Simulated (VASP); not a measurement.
Set up this calculation in VASP 6.6.1, as the native input.

* Task: electric field gradients
* Functional: PBE
* Potentials or basis: VASP PAW PBE potentials, release 64 (Mg, V_sv, Fe, P, O, F)
* Cutoff: 520 eV
* k mesh: 5 × 5 × 4
* Occupations: fermi-dirac, width 0.02 eV
* Spin: collinear spin, ferrimagnetic start
* Starting moments: [0.0, 1.0, -4.0, 0.0, 0.0, 0.0, 0.0, 0.0, 0.0, 0.0, 0.0, 0.0, 0.0, 0.0, 0.0] μB
* Dipole correction: no
* Further INCAR settings: ALGO = Normal; EDIFF = 1e-08; NBANDS = 64

The structure of MgVFeP2O8F2 lies in POSCAR:

```
MgVFeP2O8F2
1.0
    5.2157105377      0.0000000000      0.0000000000
   -0.6523413150      5.3759057865      0.0000000000
   -2.0959764692     -2.8438796852      6.5644126239
Mg V Fe P O F
1 1 1 2 8 2
Direct
    0.0843561400      0.4369606700      0.8318519100
    0.0015271100      0.0067566200      0.0120188700
    0.4855611200      0.4984880800      0.4887761900
    0.4419115600      0.1177741700      0.7627979400
    0.5667528900      0.8795781300      0.2403996400
    0.2954309200      0.1761151300      0.9254877900
    0.3529876000      0.8178607100      0.6239675000
    0.3390693400      0.3150489800      0.6620219800
    0.2530722300      0.7823572300      0.0946889200
    0.7642522300      0.2082849700      0.8649732000
    0.6303099000      0.6835349400      0.3439234000
    0.6289916100      0.1716828100      0.3976240100
    0.7267595900      0.8516840900      0.0921463800
    0.1320183800      0.3298355900      0.2705493500
    0.8594993600      0.6615378800      0.7369879100
```

The input as run:

INCAR

```
SYSTEM = MgVFeP2O8F2
  PREC = Accurate
  ENCUT = 520
  EDIFF = 1E-8
  ISMEAR = -1
  SIGMA = 0.02
  LREAL = .False.
  LASPH = .True.
  NELM = 200
  ALGO = Normal
  ISIF = 2
  LWAVE = .False.
  LCHARG = .False.
  ISPIN = 2
  MAGMOM = 0 1 -4 0 0 0 0 0 0 0 0 0 0 0 0
  LORBIT = 11
  LMAXMIX = 4
  GGA = PE
  LEFG = .True.
  NBANDS = 64
  GGA_COMPAT = .False.
  KPAR = 4
```

KPOINTS

```
regular mesh
0
Gamma
  5 5 4
  0 0 0
```

Potentials or basis: VASP PAW PBE potentials, release 64 (Mg, V_sv, Fe, P, O, F).

Run with:

```console
$ cat potpaw_PBE.64/Mg/POTCAR potpaw_PBE.64/V_sv/POTCAR potpaw_PBE.64/Fe/POTCAR potpaw_PBE.64/P/POTCAR potpaw_PBE.64/O/POTCAR potpaw_PBE.64/F/POTCAR > POTCAR
$ mpirun -np 4 vasp_std > vasp.out
```

It gave:

```yaml
Pressure: -1.0 GPa
Largest_force: 1.133 eV/Å
Band_gap_on_the_k_mesh: 0.14 eV
Net_moment: -3.00 μB per cell
Site_moments: Mg -0.00; V +1.69; Fe -4.02; P -0.01; O -0.01, -0.09, -0.06, -0.02, -0.13, -0.10, -0.03 (each value once); F -0.09, -0.04 μB
Largest_electric_field_gradient_by_atom: Mg -14.8; V -42.8; Fe +41.9; P -28.1, +26.7; O +96.5, +95.4, +91.8, +88.9, +95.2, +97.9, +89.7 (each value once); F +94.4, -72.0 V/Å²
Valence_electrons_inside_the_program's_atomic_spheres: Mg 0.34; V 11.26; Fe 6.62; P 2.39, 2.40; O 5.17, 5.15, 5.14, 5.16 (each value once); F 6.09, 6.12
```

Caveat: without QUAD_EFG the Cq values of the log hold for a quadrupole moment of 1 mb, not for the nuclei; an odd mesh through Γ misses points on the zone boundary, where band edges can lie; a cell with one magnetic atom can't hold antiferromagnetic order, which such compounds often take; forces of over 1 eV/Å act on the atoms, so gaps and moduli don't describe the material at rest.

Run time: 9.6 min on 4 MPI ranks on Intel(R) Xeon(R) Platinum 8488C (Sapphire Rapids), on a shared host, peak memory 0.98 GiB a rank.
